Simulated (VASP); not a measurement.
Here is a VASP 6.6.1 calculation.

POSCAR

```
FePt
1.0
    2.7235000000      0.0000000000      0.0000000000
    0.0000000000      2.7235000000      0.0000000000
    0.0000000000      0.0000000000      3.7200000000
Pt Fe
1 1
Direct
    0.5000000000      0.5000000000      0.5000000000
    0.0000000000      0.0000000000      0.0000000000
```

File INCAR.step1:

```
GGA = PE
ISPIN = 2
MAGMOM = 0 3
LORBIT = 11
ISMEAR = 1
SIGMA = 0.1
LWAVE = False
LCHARG = True
NBANDS = 31
PREC = Accurate
LASPH = True
LREAL = False
ALGO = Normal
EDIFF = 1E-6
NELM = 200
GGA_COMPAT = False
ENCUT = 540
LMAXMIX = 4
KPAR = 4
```

File KPOINTS.step1:

```
k-points
0
Gamma
  11 11 8
```

The input INCAR.step2:

```
GGA = PE
ISPIN = 2
MAGMOM = 0 3
LORBIT = 11
ISMEAR = -5
LWAVE = False
LCHARG = False
NBANDS = 31
PREC = Accurate
LASPH = True
LREAL = False
ALGO = Normal
EDIFF = 1E-6
NELM = 200
GGA_COMPAT = False
ENCUT = 540
LMAXMIX = 4
NEDOS = 4001
EMIN = -8.2687
EMAX = 16.7313
ICHARG = 11
KPAR = 4
```

Contents of KPOINTS.step2:

```
Automatic mesh
0
Gamma
  29 29 22
  0 0 0
```

Potentials or basis: VASP PAW PBE potentials, release 64 (Pt, Fe).

The run is started by

```console
$ cat potpaw_PBE.64/Pt/POTCAR potpaw_PBE.64/Fe/POTCAR > POTCAR
$ cp INCAR.step1 INCAR
$ cp KPOINTS.step1 KPOINTS
$ mpirun -np 4 vasp_std > vasp.out
$ cp INCAR.step2 INCAR
$ cp KPOINTS.step2 KPOINTS
$ mpirun -np 4 vasp_std > vasp.out
```

(1) Predict the density of states at the Fermi level.

(2) Estimate the site moments.

Results:

(1) 0.65 states/eV/atom.

(2) Pt +0.33; Fe +2.92 μB.

Caveat: spin-orbit coupling is left out, which moves the levels of the heavy elements.
